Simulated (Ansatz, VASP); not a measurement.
**FePt: VASP beside Ansatz**

```xyz
2
Lattice="2.6868 0.0000 0.0000 0.0000 2.6868 0.0000 0.0000 0.0000 3.7175" Properties=species:S:1:pos:R:3 pbc="T T T"
Fe    0.0000    0.0000    0.0000
Pt    1.3434    1.3434    1.8588
```

Alike in both runs: functional PBEsol; k mesh 16 × 16 × 12; occupations gaussian, width 0.1 eV; collinear spin.

Ansatz relaxed the structure, and its values are those at the end. VASP's run is a single point on that final structure, the one shown.

```csv
,VASP,Ansatz
version,VASP 6.6.1,Ansatz 0.2.0
potentials or method,"VASP PAW PBE potentials, release 64 (Fe, Pt), cutoff 520 eV","scalar-relativistic, plane waves, PAW"
valence electrons in the cell,18,34
```

Ansatz gave:

```
gap on the k mesh at the Fermi level (eV)                     : none
pressure (GPa)                                                : 0.0
net moment per atom (μB)                                      : 1.60
size of the moment on the site where the two differ most (μB) : 0.38
```

Question: Which values does VASP return?

Answer: gap on the k mesh at the Fermi level (eV): none; pressure (GPa): -0.3; net moment per atom (μB): 1.60; size of the moment on the site where the two differ most (μB): 0.32.

VASP's potentials were made for PBE, not for PBEsol. Site moments also hang on the region over which each program counts them. A gap of «none» marks a metal or a gap that the smearing closes. The functional is the same, so the differences come from potentials, cutoffs and numerics. VASP's potentials hold 18 valence electrons a cell and Ansatz's 34, so a difference there can come from the potentials and not from the codes.

Neither program's run includes spin-orbit coupling.
